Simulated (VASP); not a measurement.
Set up this calculation in VASP 6.6.1, as the native input.

```
Task                   : single point
Functional             : PBE
Potentials or basis    : VASP PAW PBE potentials, release 64 (O)
Cutoff                 : 520 eV
k mesh                 : 8 × 8 × 8
Occupations            : fermi-dirac, width 0.02 eV
Spin                   : collinear spin, ferromagnetic start
Starting moments       : [1.0, 1.0] μB
Dipole correction      : no
Further INCAR settings : ALGO = Normal; EDIFF = 1e-06; NBANDS = 17
```

The structure of O lies in POSCAR:

```
O
1.0
    1.6915326261      0.9766068170      3.7689524150
   -1.6915326261      0.9766068170      3.7689524150
    0.0000000000     -1.9532136340      3.7689524150
O
2
Direct
    0.9453852800      0.9453852800      0.9453852800
    0.0546147200      0.0546147200      0.0546147200
```

One way to write it, as run:

INCAR

```
  PREC = Accurate
  ENCUT = 520
  EDIFF = 1E-6
  ISMEAR = -1
  SIGMA = 0.02
  LREAL = False
  LASPH = True
  NELM = 150
  ALGO = Normal
  ISIF = 2
  LWAVE = False
  LCHARG = False
  ISPIN = 2
  MAGMOM = 1 1
  LORBIT = 11
  GGA = PE
  NBANDS = 17
```

KPOINTS

```
Automatic mesh
0
Gamma
  8 8 8
```

Potentials or basis: VASP PAW PBE potentials, release 64 (O).

Command:

```console
$ cat potpaw_PBE.64/O/POTCAR > POTCAR
$ mpirun -np 1 vasp_std > vasp.out
```

It gave:

| Item | Value |
| --- | --- |
| Pressure | 0.4 GPa |
| Largest force | 0.129 eV/Å |
| Band gap on the k mesh | 1.36 eV (least direct gap 1.41 eV) |
| Net moment | 2.00 μB per cell |
| Site moments | O +0.81 μB |
| Valence electrons inside the program's atomic spheres | O 4.89 |

Caveat: the standard files for N, O and F lose accuracy on very short bonds; this functional lacks dispersion, which holds the molecules together, so the pressure and a relaxed volume are unreliable.

Wall time 50 s on 1 thread of Intel(R) Xeon(R) Platinum 8375C CPU @ 2.90GHz (Ice Lake), with other jobs on the host, peak memory 0.22 GiB.
